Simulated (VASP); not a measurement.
Here is a VASP 6.6.1 calculation.

POSCAR

```
BiTe
1.0
    0.0000000000      3.1672703415      3.1672703415
    3.1672703415      0.0000000000      3.1672703415
    3.1672703415      3.1672703415      0.0000000000
Bi Te
1 1
Direct
    0.0000000000      0.0000000000      0.0000000000
    0.5000000000      0.5000000000      0.5000000000
```

File INCAR.step1:

```
SYSTEM = BiTe
ALGO = Normal
EDIFF = 1E-4
ENCUT = 520
GGA = PE
ISMEAR = 0
LASPH = .TRUE.
LCHARG = .FALSE.
LREAL = .FALSE.
LWAVE = .TRUE.
NBANDS = 18
NELM = 100
PREC = Accurate
SIGMA = 0.1
```

The input INCAR.step2:

```
SYSTEM = BiTe
ALGO = Normal
EDIFF = 1E-7
ENCUT = 520
ISIF = 2
ISMEAR = 0
ISTART = 1
LASPH = .TRUE.
LCHARG = .FALSE.
LMIXTAU = .TRUE.
LREAL = .FALSE.
LWAVE = .FALSE.
METAGGA = R2SCAN
NBANDS = 18
NELM = 100
PREC = Accurate
SIGMA = 0.1
```

The input KPOINTS:

```
k-points
0
G
  12 12 12
  0 0 0
```

Potentials or basis: VASP PAW PBE potentials, release 64 (Bi_d, Te).

Command:

```console
$ cat potpaw_PBE.64/Bi_d/POTCAR potpaw_PBE.64/Te/POTCAR > POTCAR
$ cp INCAR.step1 INCAR
$ mpirun -np 1 vasp_std > vasp.out
$ cp INCAR.step2 INCAR
$ mpirun -np 1 vasp_std > vasp.out
```

(1) Estimate the pressure.

Results:

(1) 3.7 GPa.

Caveat: the PAW data sets were made with another functional, which shifts forces and pressure a little.
